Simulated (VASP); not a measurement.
Runs of VASP 6.6.1 on Mo. The structure is that of space group P6/mmm (No. 191), or close to it. The cells are those of the table. 

| cell | gap on the mesh (eV) | pressure (GPa) |
| --- | --- | --- |
| a = 2.790, b = 2.790, c = 2.496 Å, angles 90.0, 90.0, 120.0°, 1 atom | none | -2.3 |
| a = 2.831, b = 2.831, c = 2.458 Å, angles 90.0, 90.0, 120.0°, 1 atom | none | (b) |
| a = 2.708, b = 2.708, c = 2.534 Å, angles 90.0, 90.0, 120.0°, 1 atom | none | 8.3 |
| a = 2.749, b = 2.749, c = 2.496 Å, angles 90.0, 90.0, 120.0°, 1 atom | none | (a) |
| a = 2.790, b = 2.790, c = 2.458 Å, angles 90.0, 90.0, 120.0°, 1 atom | none | 1.2 |

Alike in all rows: task single point; level r2SCAN; potentials or basis VASP PAW PBE potentials, release 64 (Mo_sv); no spin polarisation; k mesh 24 × 24 × 24; cutoff (eV) 520; smearing gaussian 0.15 eV.

Q: Estimate the missing entries.

A: (a) 4.2; (b) -4.6.

Caveats: the PAW data sets were made with another functional, which shifts forces and pressure a little.

A k mesh can miss the band edges, and the runs leave out spin-orbit coupling on Mo.

A gap of «none» marks levels without a gap at the run's occupations.
